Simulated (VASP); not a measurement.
## TiTe2: single point with PBEsol

TiTe2:

```
Te Ti
1.0
     3.77700    0.00000    0.00000
    -1.88850    3.27098    0.00000
     0.00000    0.00000    6.49800
Te Ti
2 1
Direct
  0.33333 0.66667 0.73720
  0.66667 0.33333 0.26280
  0.00000 0.00000 0.00000
```

```json
{
  "Program": "VASP 6.6.1",
  "Task": "single point",
  "Functional": "PBEsol",
  "Potentials or basis": "VASP PAW PBE potentials, release 64 (Te, Ti_sv)",
  "Cutoff": "520 eV",
  "k mesh": "5 × 5 × 2",
  "Occupations": "fermi-dirac, width 0.03 eV",
  "Spin": "no spin polarisation",
  "Dipole correction": "no",
  "Further INCAR settings": "ALGO = Normal; EDIFF = 1e-06; NBANDS = 19"
}
```

The pressure is -2.1 GPa and the largest force is 0.183 eV/Å. The band gap on the k mesh is zero (bands 12 and 13 overlap by 0.52 eV).

Forces in eV/Å, atoms in the order of the input:
```
Te   0.000  0.000  0.183
Te   0.000  0.000 -0.183
Ti   0.000  0.000  0.000
```

Stress tensor (GPa, compression positive):
```
-2.08  0.00  0.00
 0.00 -2.08  0.00
 0.00  0.00 -2.20
```

Levels at points of the mesh, in eV from the Fermi level:
```tsv
k point	band 10	band 11	band 12	band 13	band 14	band 15
(0.00, 0.00, 0.00)	0.37	0.45	0.45	0.67	1.16	1.16
(0.00, 0.00, 0.50)	-1.52	0.44	0.44	0.84	0.84	1.05
```

Run time: 9.5 s on 1 thread of Intel(R) Xeon(R) 6975P-C (Granite Rapids), on a shared host, peak memory 0.19 GiB.

Caveat: the k points lie up to 0.48 Å⁻¹ apart, too coarse for converged energies and pressures of a metal; the PAW data sets were made with another functional, which shifts forces and pressure a little; spin-orbit coupling is left out, which moves the levels of the heavy elements; this functional lacks dispersion, which binds the layers, so the pressure and a relaxed spacing across them are unreliable.
